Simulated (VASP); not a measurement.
# SnS (Pnma) in VASP: single point with LDA

Aim: the single point of SnS with LDA.

Program: VASP 6.6.1. These are calculated values, not measurements. Logs are shortened: lines on timing, memory, paths and dates and some standing lists are left out, and cuts for length are marked.

## Step 1: The cell of the first run

It takes space group Pnma (No. 62, orthorhombic). Conventional cell: a = 10.973 Å, b = 3.953 Å, c = 4.187 Å, α = 90.00°, β = 90.00°, γ = 90.00°. Sn (site symmetry m) has 6 S at 2.62 to 3.27 Å and 2 Sn at 3.38 Å within 3.5 Å. Within 3.5 Å of S (site symmetry m) lie 6 Sn at 2.62 to 3.27 Å.

## Step 2: Single point, LDA

File INCAR:

```
SYSTEM = SnS
PREC = Accurate
ENCUT = 500
EDIFF = 1E-6
ISMEAR = 0
SIGMA = 0.02
LREAL = .FALSE.
LASPH = .TRUE.
NELM = 120
ALGO = Normal
ISIF = 2
LWAVE = .FALSE.
LCHARG = .FALSE.
GGA = CA
NBANDS = 50
GGA_COMPAT = .FALSE.
```

File KPOINTS:

```
Automatic mesh
0
G
  4 8 8
  0 0 0
```

File POSCAR:

```
SnS
1.0
   10.9731486693      0.0000000000      0.0000000000
    0.0000000000      3.9529085460      0.0000000000
    0.0000000000      0.0000000000      4.1871299922
Sn S
4 4
Direct
    0.6177502454      0.2500000000      0.3901751831
    0.3822497546      0.7500000000      0.6098248169
    0.8822497546      0.7500000000      0.8901751831
    0.1177502454      0.2500000000      0.1098248169
    0.3539969349      0.2500000000      0.0263479191
    0.6460030651      0.7500000000      0.9736520809
    0.1460030651      0.7500000000      0.5263479191
    0.8539969349      0.2500000000      0.4736520809
```

Potentials or basis: VASP PAW LDA potentials, release 64 (Sn_d, S).

Run with:

```bash
$ cat potpaw_LDA.64/Sn_d/POTCAR potpaw_LDA.64/S/POTCAR > POTCAR
$ mpirun -np 1 vasp_std > vasp.out
```

OUTCAR:

```text
SYSTEM = SnS
   PREC = Accurate
   ENCUT = 500
   EDIFF = 1E-6
   ISMEAR = 0
   LREAL = .FALSE.
   LASPH = .TRUE.
   NELM = 120
   ISIF = 2
   GGA = CA

 ion  position               nearest neighbor table
   1  0.618  0.250  0.390-   8 2.62   6 2.65   6 2.65   6 3.16   6 3.16   5 3.27   2 3.38   2 3.38

   2  0.382  0.750  0.610-   7 2.62   5 2.65   5 2.65   5 3.16   5 3.16   6 3.27   1 3.38   1 3.38

   3  0.882  0.750  0.890-   6 2.62   8 2.65   8 2.65   8 3.16   8 3.16   7 3.27   4 3.38   4 3.38

   4  0.118  0.250  0.110-   5 2.62   7 2.65   7 2.65   7 3.16   7 3.16   8 3.27   3 3.38   3 3.38

   5  0.354  0.250  0.026-   4 2.62   2 2.65   2 2.65   2 3.16   2 3.16   1 3.27
   6  0.646  0.750  0.974-   3 2.62   1 2.65   1 2.65   1 3.16   1 3.16   2 3.27
   7  0.146  0.750  0.526-   2 2.62   4 2.65   4 2.65   4 3.16   4 3.16   3 3.27
   8  0.854  0.250  0.474-   1 2.62   3 2.65   3 2.65   3 3.16   3 3.16   4 3.27

  LATTYP: Found a simple orthorhombic cell.
 ALAT       =     3.9529085460
 B/A-ratio  =     1.0592529383
 C/A-ratio  =     2.7759682628

  Lattice vectors:

 A1 = (   0.0000000000,   3.9529085460,   0.0000000000)
 A2 = (   0.0000000000,   0.0000000000,   4.1871299922)
 A3 = (  10.9731486693,   0.0000000000,   0.0000000000)

Analysis of symmetry for initial positions (statically):
=====================================================================
 Subroutine PRICEL returns:
 Original cell was already a primitive cell.

 Routine SETGRP: Setting up the symmetry group for a
 simple orthorhombic supercell.

 Subroutine GETGRP returns: Found  8 space group operations
 (whereof  2 operations were pure point group operations)
 out of a pool of  8 trial point group operations.

The static configuration has the point symmetry S_2 .
 The point group associated with its full space group is D_2h.

Analysis of symmetry for dynamics (positions and initial velocities):
=====================================================================
 Subroutine PRICEL returns:
 Original cell was already a primitive cell.

 Routine SETGRP: Setting up the symmetry group for a
 simple orthorhombic supercell.

 Subroutine GETGRP returns: Found  8 space group operations
 (whereof  2 operations were pure point group operations)
 out of a pool of  8 trial point group operations.

The dynamic configuration has the point symmetry S_2 .
 The point group associated with its full space group is D_2h.

 Subroutine INISYM returns: Found  8 space group operations
 (whereof  2 operations are pure point group operations),
 and found     1 'primitive' translations

----------------------------------------------------------------------------------------

                                     Primitive cell

  volume of cell :     181.6203

  direct lattice vectors                    reciprocal lattice vectors
    10.973148669  0.000000000  0.000000000     0.091131546  0.000000000  0.000000000
     0.000000000  3.952908546  0.000000000     0.000000000  0.252978279  0.000000000
     0.000000000  0.000000000  4.187129992     0.000000000  0.000000000  0.238827073

  length of vectors
    10.973148669  3.952908546  4.187129992     0.091131546  0.252978279  0.238827073

  position of ions in fractional coordinates (direct lattice)
     0.617750245  0.250000000  0.390175183
     0.382249755  0.750000000  0.609824817
     0.882249755  0.750000000  0.890175183
     0.117750245  0.250000000  0.109824817
     0.353996935  0.250000000  0.026347919
     0.646003065  0.750000000  0.973652081
     0.146003065  0.750000000  0.526347919
     0.853996935  0.250000000  0.473652081

  ion indices of the primitive-cell ions
   primitive index   ion index
                 1           1
                 2           2
                 3           3
                 4           4
                 5           5
                 6           6
                 7           7
                 8           8

----------------------------------------------------------------------------------------

 KPOINTS: Automatic mesh

Automatic generation of k-mesh.
 Grid dimensions read from file:
 generate k-points for:    4    8    8

 Generating k-lattice:

  Cartesian coordinates                     Fractional coordinates (reciprocal lattice)
     0.022782886  0.000000000  0.000000000     0.250000000  0.000000000  0.000000000
     0.000000000  0.031622285  0.000000000     0.000000000  0.125000000  0.000000000
     0.000000000  0.000000000  0.029853384     0.000000000  0.000000000  0.125000000

  Length of vectors
     0.022782886  0.031622285  0.029853384

  Shift w.r.t. Gamma in fractional coordinates (k-lattice)
     0.000000000  0.000000000  0.000000000

 Subroutine IBZKPT returns following result:
 ===========================================

 Found     75 irreducible k-points:

 Following reciprocal coordinates:
            Coordinates               Weight
  0.000000  0.000000  0.000000      1.000000
  0.250000  0.000000  0.000000      2.000000
  0.500000  0.000000  0.000000      1.000000
  0.000000  0.125000  0.000000      2.000000
  0.250000  0.125000  0.000000      4.000000
  0.500000  0.125000  0.000000      2.000000
[... 16 lines left out ...]
  0.250000  0.250000  0.125000      8.000000
  0.500000  0.250000  0.125000      4.000000
 [... further k-points ...]
   k-points           NKPTS =     75   k-points in BZ     NKDIM =     75   number of bands    NBANDS=     50
   number of dos      NEDOS =    301   number of ions     NIONS =      8
   total plane-waves  NPLWV =  76800
   dimension x,y,z NGX =    80 NGY =   30 NGZ =   32
   dimension x,y,z NGXF=   160 NGYF=   60 NGZF=   64
   ions per type =               4   4
   NGX,Y,Z   is equivalent  to a cutoff of  12.12, 12.62, 12.71 a.u.
   NGXF,Y,Z  is equivalent  to a cutoff of  24.24, 25.23, 25.41 a.u.
 SYSTEM =  SnS
   PREC   = accura    normal or accurate (medium, high low for compatibility)
   ISTART =      0    job   : 0-new  1-cont  2-samecut
   ICHARG =      2    charge: 1-file 2-atom 10-const
   ISPIN  =      1    spin polarized calculation?
   LNONCOLLINEAR =      F non collinear calculations
   LSORBIT =      F    spin-orbit coupling
   LASPH  =      T    aspherical Exc in radial PAW
   ENCUT  =  500.0 eV  36.75 Ry    6.06 a.u.  20.01  7.21  7.63*2*pi/ulx,y,z
   NELM   =    120;   NELMIN=  2; NELMDL= -5     # of ELM steps
   EDIFF  = 0.1E-05   stopping-criterion for ELM
   LREAL  =      F    real-space projection
   EDIFFG = 0.1E-04   stopping-criterion for IOM
   NSW    =      0    number of steps for IOM
   IBRION =     -1    ionic relax: 0-MD 1-quasi-New 2-CG
   NFREE  =      0    steps in history (QN), initial steepest desc. (CG)
   ISIF   =      2    stress and relaxation
   ISYM   =      2    0-nonsym 1-usesym 2-fastsym
   POTIM  = 0.5000    time-step for ionic-motion
   TEBEG  =    0.0;   TEEND  =   0.0 temperature during run
   PSTRESS=    0.0 pullay stress
   NELECT =      80.0000    total number of electrons
   NUPDOWN=      -1.0000    fix difference up-down
   EMIN   =  10.00;   EMAX   =-10.00  energy-range for DOS
   EFERMI =   0.00;   METHOD = LEGACY
   ISMEAR =     0;   SIGMA  =   0.02  broadening in eV -4-tet -1-fermi 0-gaus
   EFERMI_NEDOS =   21; number of points for ismear=-14 and -15
   IALGO  =     38    algorithm
   IMIX   =      4    mixing-type and parameters
     AMIX     =   0.40;   BMIX     =  1.00
     AMIX_MAG =   1.60;   BMIX_MAG =  1.00
  volume/ion in A,a.u.               =      22.70       153.20
  Fermi-wavevector in a.u.,A,eV,Ry     =   1.245614  2.353868 21.110163  1.551553
  Thomas-Fermi vector in A             =   2.379828
   LORBIT       =      0    0 simple, 1 ext, 2 COOP (PROOUT), +10 PAW based schemes
   GGA     = CA    functional components
   LHFCALC =     F    Hartree Fock is set to
   AEXX    =    0.0000 exact exchange contribution
   IVDW    =     0    specifies the selected vdW correction
   LEPSILON=     F    determine dielectric tensor
   LRPA    =     F    only Hartree local field effects (RPA)
 non-spin polarized calculation
 Gauss-broadening in eV      SIGMA  =   0.02
  energy-cutoff  :      500.00
  volume of cell :      181.62
 maximum number of plane-waves:      4648
   NGX = 41   NGY = 15   NGZ = 15

 number of electron      79.9999983 magnetization

 Free energy of the ion-electron system (eV)
  ---------------------------------------------------
  ext. energy  EPLUGINS =         0.00000000
  ---------------------------------------------------
  free energy    TOTEN  =       -40.50088842 eV

  energy without entropy =      -40.50088842  energy(sigma->0) =      -40.50088842

 E-fermi :   6.9033     XC(G=0): -10.4670

 val. band max:        6.8094003600   @ k =   0.5000   0.0000   0.5000
 cond. band min:       7.4395500763   @ k =   0.0000   0.0000   0.0000
 fundamental gap:      0.6301497163
 Fermi energy:         6.9032973791

 k-point     1 :       0.0000    0.0000    0.0000
  band No.  band energies     occupation
      1     -14.4896      2.00000
      2     -14.4601      2.00000
      3     -14.4574      2.00000
      4     -14.4470      2.00000
      5     -14.4459      2.00000
      6     -14.4444      2.00000
[... 42 lines left out ...]
     49      11.8428      0.00000
     50      12.0349      0.00000

 k-point     2 :       0.2500    0.0000    0.0000
  band No.  band energies     occupation
      1     -14.4867      2.00000
      2     -14.4681      2.00000
      3     -14.4550      2.00000
      4     -14.4485      2.00000
      5     -14.4454      2.00000
      6     -14.4416      2.00000
[... 42 lines left out ...]
     49      12.0051      0.00000
     50      12.0259      0.00000

 k-point     3 :       0.5000    0.0000    0.0000
  band No.  band energies     occupation
      1     -14.4788      2.00000
      2     -14.4788      2.00000
      3     -14.4518      2.00000
      4     -14.4518      2.00000
      5     -14.4436      2.00000
      6     -14.4436      2.00000
[... 1102 lines left out ...]
     49      11.1605      0.00000
     50      11.5518      0.00000

 k-point    24 :       0.5000    0.2500    0.1250
  band No.  band energies     occupation
      1     -14.4653      2.00000
      2     -14.4653      2.00000
      3     -14.4543      2.00000
      4     -14.4543      2.00000
      5     -14.4456      2.00000
      6     -14.4456      2.00000
[... 42 lines left out ...]
     49      11.1579      0.00000
     50      11.1579      0.00000

 [... further k-points ...]

------------------------ aborting loop because EDIFF is reached ----------------------------------------

  FORCE on cell =-STRESS in cart. coord.  units (eV):
  Direction    XX          YY          ZZ          XY          YZ          ZX
  --------------------------------------------------------------------------------------
  -------------------------------------------------------------------------------------
  Total       -0.0187351     -0.0120726      0.0301003      0.0000000     -0.0000000      0.0000000
  in kB       -0.1652732     -0.1064995      0.2655324      0.0000000     -0.0000000      0.0000000
  external PRESSURE =      -0.0020801 kB  Pullay stress =       0.0000000 kB

 VOLUME and BASIS-vectors are now :
 -----------------------------------------------------------------------------
  energy-cutoff  :      500.00
  volume of cell :      181.62
      direct lattice vectors                 reciprocal lattice vectors
    10.973148669  0.000000000  0.000000000     0.091131546  0.000000000  0.000000000
     0.000000000  3.952908546  0.000000000     0.000000000  0.252978279  0.000000000
     0.000000000  0.000000000  4.187129992     0.000000000  0.000000000  0.238827073

 POSITION                                       TOTAL-FORCE (eV/Angst)
 -----------------------------------------------------------------------------------
      6.77867      0.98823      1.63371        -0.014531     -0.000000      0.010187
      4.19448      2.96468      2.55342         0.014531      0.000000     -0.010187
      9.68106      2.96468      3.72728         0.014531      0.000000      0.010187
      1.29209      0.98823      0.45985        -0.014531     -0.000000     -0.010187
      3.88446      0.98823      0.11032         0.002894      0.000000      0.006902
      7.08869      2.96468      4.07681        -0.002894      0.000000     -0.006902
      1.60211      2.96468      2.20389        -0.002894      0.000000      0.006902
      9.37104      0.98823      1.98324         0.002894     -0.000000     -0.006902
 -----------------------------------------------------------------------------------
    total drift:                                0.000000     -0.000000      0.000000

  FREE ENERGIE OF THE ION-ELECTRON SYSTEM (eV)
  ---------------------------------------------------
  free  energy   TOTEN  =       -40.5008884208 eV

  energy  without entropy=      -40.5008884208  energy(sigma->0) =      -40.50088842
```

Run time: 9.8 min. Hardware: 1 thread of Oxide Virtual Turin-like, shared host; peak memory 0.5 GiB.

Results:

| Property | Result |
| --- | --- |
| Free energy | -40.5009 eV |
| Pressure | 0.0 GPa |
| Largest force | 0.018 eV/Å |
| Band gap on the k mesh | 0.63 eV (least direct gap 1.05 eV) |

Forces in eV/Å, atoms in the order of the input:
```
Sn  -0.015  0.000  0.010
Sn   0.015  0.000 -0.010
Sn   0.015  0.000  0.010
Sn  -0.015  0.000 -0.010
S    0.003  0.000  0.007
S   -0.003  0.000 -0.007
S   -0.003  0.000  0.007
S    0.003  0.000 -0.007
```

Levels at points of the mesh, in eV from the valence-band top:
| k point | band 36 | band 37 | band 38 | band 39 | band 40 | band 41 | band 42 | band 43 | band 44 | band 45 |
| --- | --- | --- | --- | --- | --- | --- | --- | --- | --- | --- |
| (0.00, 0.00, 0.00) | -2.30 | -2.07 | -1.32 | -0.88 | -0.75 | 0.63 | 2.91 | 2.95 | 3.08 | 3.39 |
| (0.50, 0.00, 0.00) | -2.55 | -2.34 | -2.34 | -0.77 | -0.77 | 2.56 | 2.56 | 2.74 | 2.74 | 4.05 |
| (0.00, 0.50, 0.00) | -2.14 | -1.10 | -1.10 | -0.80 | -0.80 | 1.02 | 1.02 | 1.73 | 1.73 | 1.86 |
| (0.50, 0.50, 0.00) | -2.53 | -1.05 | -1.05 | -1.05 | -1.05 | 1.55 | 1.55 | 1.55 | 1.55 | 2.35 |
| (0.00, 0.00, 0.50) | -1.88 | -1.00 | -1.00 | -0.12 | -0.12 | 1.35 | 1.35 | 1.72 | 1.72 | 1.88 |
| (0.50, 0.00, 0.50) | -2.24 | -0.75 | -0.75 | 0.00 | 0.00 | 1.20 | 1.20 | 1.78 | 1.78 | 1.78 |
| (0.00, 0.50, 0.50) | -3.65 | -2.70 | -2.70 | -1.67 | -1.67 | 2.69 | 2.69 | 2.99 | 2.99 | 4.53 |
| (0.50, 0.50, 0.50) | -4.28 | -1.85 | -1.85 | -1.85 | -1.85 | 2.48 | 2.48 | 2.48 | 2.48 | 4.72 |

Caveat: semilocal functionals underestimate gaps, and a narrow one can read as zero; spin-orbit coupling is left out, which moves the levels of the heavy elements.
